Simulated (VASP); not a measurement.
The system is Mo.

```
Mo
1.0
    -1.57318    1.57318    1.57318
     1.57318   -1.57318    1.57318
     1.57318    1.57318   -1.57318
Mo
1
Direct
  0.00000 0.00000 0.00000
```

This cell differs from its parent crystal: volume scaled by 0.98.

Base run:

```yaml
Program: VASP 6.6.1
Functional: PBEsol
Potentials_or_basis: VASP PAW PBE potentials, release 64 (Mo_sv)
Cutoff: 520 eV
k_mesh: 12 × 12 × 12
Occupations: fermi-dirac, width 0.05 eV
Spin: no spin polarisation
```

Its results: band gap on the k mesh zero (band 7 reaches 16.56 eV, above the bottom of band 8 at 11.15 eV); pressure -4.0 GPa.

Question: After a change of settings the same cell gave: band gap on the k mesh zero (band 7 reaches 16.56 eV, above the bottom of band 8 at 11.14 eV); pressure -8.2 GPa. Which change was it?
A. functional from PBEsol to RPBE; dispersion from none to D4
B. functional from PBEsol to LDA; potentials or basis from VASP PAW PBE potentials, release 64 (Mo_sv) to VASP PAW LDA potentials, release 64 (Mo_sv)
C. functional from PBEsol to PBE
D. functional from PBEsol to PBE; further incar settings from ALGO = Normal; EDIFF = 1e-06; NBANDS = 13 to ALGO = Normal; EDIFF = 1e-07; NBANDS = 13

Answer: B.

Caveats: the PAW data sets were made with another functional, which shifts forces and pressure a little (some runs).
